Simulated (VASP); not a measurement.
**Mo: relaxation of cell and atoms with PBE**

Crystal: Mo.

```xyz
1
Lattice="-1.4605 1.4605 1.4605 1.4605 -1.4605 1.4605 1.4605 1.4605 -1.4605" Properties=species:S:1:pos:R:3 pbc="T T T"
Mo    0.0000    0.0000    0.0000
```

- Program: VASP 6.6.1
- Task: relaxation of cell and atoms
- Functional: PBE
- Potentials or basis: VASP PAW PBE potentials, release 64 (Mo_sv)
- Cutoff: 500 eV
- k mesh: 18 × 18 × 18
- Occupations: fermi-dirac, width 0.08 eV
- Spin: no spin polarisation
- Target pressure: 100 GPa
- Dipole correction: no
- Further INCAR settings: ALGO = Normal; EDIFF = 1e-07; IBRION = 2; EDIFFG = -0.005; NSW = 32; ISIF = 3

```
Relaxed volume                                             : 12.49 Å³/atom
Relaxed cell                                               : a = 2.532 Å, b = 2.532 Å, c = 2.532 Å, α = 109.47°, β = 109.47°, γ = 109.47°
Space group after relaxing (to 0.1 Å)                      : Im-3m (No. 229)
Energy change on relaxing (the run minimises the enthalpy) : -18.9 meV/atom
Ionic steps                                                : 3
Pressure after relaxing                                    : 100.0 GPa
Band gap on the k mesh                                     : zero (bands 7 and 8 overlap by 7.31 eV)
```

Step by step:
```csv
step,energy change (eV),largest force (eV/Å),pressure (GPa),volume (Å³)
1,0.0000,0.0000,101.48,12.46
2,-0.1257,0.0000,91.42,12.67
3,-0.0189,0.0000,100.00,12.49
```

Final structure:
```xyz
1
Lattice="-1.4617 1.4617 1.4617 1.4617 -1.4617 1.4617 1.4617 1.4617 -1.4617" Properties=species:S:1:pos:R:3 pbc="T T T"
Mo    0.0000    0.0000    0.0000
```

Levels at points of the mesh, in eV from the Fermi level:
| k point | band 5 | band 6 | band 7 | band 8 | band 9 | band 10 |
| --- | --- | --- | --- | --- | --- | --- |
| (0.00, 0.00, 0.00) | -7.85 | -1.97 | -1.97 | -1.97 | 1.97 | 1.97 |
| (0.50, 0.00, 0.00) | -6.90 | -4.73 | 2.19 | 2.76 | 3.02 | 6.46 |
| (0.50, 0.50, 0.50) | -7.52 | -7.52 | 5.33 | 5.33 | 5.33 | 11.00 |

It took 61 s on 1 thread of Intel Xeon 8259CL (shared host), peak memory 0.15 GiB.

Caveat: the cell is relaxed towards a set pressure, so the run minimises the enthalpy, not the energy.
